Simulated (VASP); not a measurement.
A run of VASP 6.6.1 is set up as follows.

POSCAR

```
Ti2O
1.0
    2.7313094894      0.0000000000      0.0000000000
   -1.3656547447      2.3653834034      0.0000000000
    0.0000000000      0.0000000000      5.0842900500
Ti O
2 1
Direct
    0.6666666667      0.3333333333      0.2707615662
    0.3333333333      0.6666666667      0.7292384338
    0.0000000000      0.0000000000      0.0000000000
```

INCAR.step1

```
ALGO     = Normal         # electronic algorithm
EDIFF    = 1E-5           # SCF threshold, eV
ENCUT    = 660            # plane-wave cutoff, eV
GGA      = PE             # functional
GGA_COMPAT= False        
ISMEAR   = 0              # smearing method
LASPH    = True           # aspherical terms in the spheres
LCHARG   = False          # write CHGCAR
LDAU     = True           # DFT+U
LDAUJ    = 0 0          
LDAUL    = 2 -1           # shell
LDAUTYPE = 2            
LDAUU    = 4 0            # U, eV
LMAXMIX  = 4              # l up to which the mixer works
LREAL    = False          # projectors in reciprocal space
LWAVE    = True           # write WAVECAR
NBANDS   = 22             # bands
NELM     = 200            # most SCF steps
PREC     = Accurate       # precision mode
SIGMA    = 0.15           # smearing width, eV
```

INCAR.step2

```
ALGO     = Normal         # electronic algorithm
EDIFF    = 1E-6           # SCF threshold, eV
ENCUT    = 660            # plane-wave cutoff, eV
GGA_COMPAT= False        
ISIF     = 2              # what is computed and relaxed
ISMEAR   = 0              # smearing method
ISTART   = 1            
LASPH    = True           # aspherical terms in the spheres
LCHARG   = False          # write CHGCAR
LDAU     = True           # DFT+U
LDAUJ    = 0 0          
LDAUL    = 2 -1           # shell
LDAUPRINT= 1            
LDAUTYPE = 2            
LDAUU    = 4 0            # U, eV
LMAXMIX  = 4              # l up to which the mixer works
LMIXTAU  = True         
LREAL    = False          # projectors in reciprocal space
LWAVE    = False          # write WAVECAR
METAGGA  = R2SCAN         # meta-GGA
NBANDS   = 22             # bands
NELM     = 200            # most SCF steps
PREC     = Accurate       # precision mode
SIGMA    = 0.15           # smearing width, eV
```

The input KPOINTS:

```
k-points
0
Gamma
  18 18 10
```

Potentials or basis: VASP PAW PBE potentials, release 64 (Ti_sv, O).

The run is started by

```bash
$ cat potpaw_PBE.64/Ti_sv/POTCAR potpaw_PBE.64/O/POTCAR > POTCAR
$ cp INCAR.step1 INCAR
$ mpirun -np 1 vasp_std > vasp.out
$ cp INCAR.step2 INCAR
$ mpirun -np 1 vasp_std > vasp.out
```

Problem. Predict the largest force.

Solution. 0.815 eV/Å.

Problem. Estimate the band gap on the k mesh.

Solution. Zero (bands 15 and 16 overlap by 1.07 eV).

Problem. Estimate the pressure.

Solution. 39.5 GPa.

Forces in eV/Å, atoms in the order of the input:
```
Ti   0.000  0.000  0.815
Ti   0.000  0.000 -0.815
O    0.000  0.000  0.000
```

Caveat: the cell differs from its parent crystal (strain -0.080 along x and y, +0.040 along z); the stress differs along the axes, from 15 to 52 GPa; the PAW data sets were made with another functional, which shifts forces and pressure a little; U without spin polarisation on a metal has little footing.
